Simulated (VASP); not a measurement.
Here is a VASP 6.6.1 calculation.

Contents of INCAR:

```
SYSTEM = BaOs3
ALGO     = Fast           ! electronic algorithm
EDIFF    = 1E-6           ! SCF threshold, eV
ENCUT    = 520            ! plane-wave cutoff, eV
GGA      = PE             ! functional
ISIF     = 2              ! what is computed and relaxed
ISMEAR   = 0              ! smearing method
LASPH    = .True.         ! aspherical terms in the spheres
LCHARG   = .False.        ! write CHGCAR
LREAL    = .False.        ! projectors in reciprocal space
LWAVE    = .False.        ! write WAVECAR
NBANDS   = 25             ! bands
NELM     = 100            ! most SCF steps
PREC     = Accurate       ! precision mode
SIGMA    = 0.1            ! smearing width, eV
```

KPOINTS

```
k-points
0
Gamma
  12 12 12
  0 0 0
```

File POSCAR:

```
BaOs3
1.0
    4.1862386203      0.0000000000      0.0000000000
    0.0000000000      4.1862386203      0.0000000000
    0.0000000000      0.0000000000      4.1862386203
Ba Os
1 3
Direct
    0.0000000000      0.0000000000      0.0000000000
    0.0000000000      0.5000000000      0.5000000000
    0.5000000000      0.0000000000      0.5000000000
    0.5000000000      0.5000000000      0.0000000000
```

Potentials or basis: VASP PAW PBE potentials, release 64 (Ba_sv, Os).

Run with:

```console
$ cat potpaw_PBE.64/Ba_sv/POTCAR potpaw_PBE.64/Os/POTCAR > POTCAR
$ mpirun -np 1 vasp_std > vasp.out
```

Question: What does it give for the pressure?

Answer: 4.4 GPa.

Question: What does it give for the band gap on the k mesh?

Answer: Zero (band 17 reaches 7.87 eV, above the bottom of band 18 at 5.77 eV).

Caveat: spin-orbit coupling is left out, which moves the levels of the heavy elements.
